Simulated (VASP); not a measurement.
Input of a VASP 6.6.1 run:

Contents of INCAR:

```
  PREC = Accurate
  ENCUT = 520
  EDIFF = 1E-6
  ISMEAR = 0
  SIGMA = 0.15
  LREAL = False
  LASPH = True
  NELM = 80
  ALGO = Fast
  ISIF = 2
  LWAVE = False
  LCHARG = False
  GGA = PS
  NBANDS = 66
```

Contents of KPOINTS:

```
Automatic mesh
0
Gamma
  12 12 5
```

The input POSCAR:

```
Ge
1.0
   -2.6120665640     -2.8511133374      0.0000000000
    2.6120665640     -2.8511133374      0.0000000000
    0.0000000000      0.0000000000      9.8733758587
Ge
8
Direct
    0.0000000000      0.0000000000      0.7763173166
    0.5000000000      0.5000000000      0.2763173166
    0.0000000000      0.0000000000      0.2236826834
    0.5000000000      0.5000000000      0.7236826834
    0.2272617333      0.2272617333      0.5000000000
    0.7272617333      0.7272617333      0.0000000000
    0.7727382667      0.7727382667      0.5000000000
    0.2727382667      0.2727382667      0.0000000000
```

Potentials or basis: VASP PAW PBE potentials, release 64 (Ge_d).

Command:

```sh
$ cat potpaw_PBE.64/Ge_d/POTCAR > POTCAR
$ mpirun -np 1 vasp_std > vasp.out
```

Question: Estimate the band gap on the k mesh.

Answer: Zero (bands 56 and 57 overlap by 3.25 eV).

Question: What does it give for the pressure?

Answer: -0.3 GPa.

Question: What does it give for the largest force?

Answer: 0.011 eV/Å.

Forces on the atoms (eV/Å):
```
Ge   0.000  0.000 -0.011
Ge   0.000  0.000 -0.011
Ge   0.000  0.000  0.011
Ge   0.000  0.000  0.011
Ge   0.000 -0.005  0.000
Ge   0.000 -0.005  0.000
Ge   0.000  0.005  0.000
Ge   0.000  0.005  0.000
```

Caveat: the PAW data sets were made with another functional, which shifts forces and pressure a little.
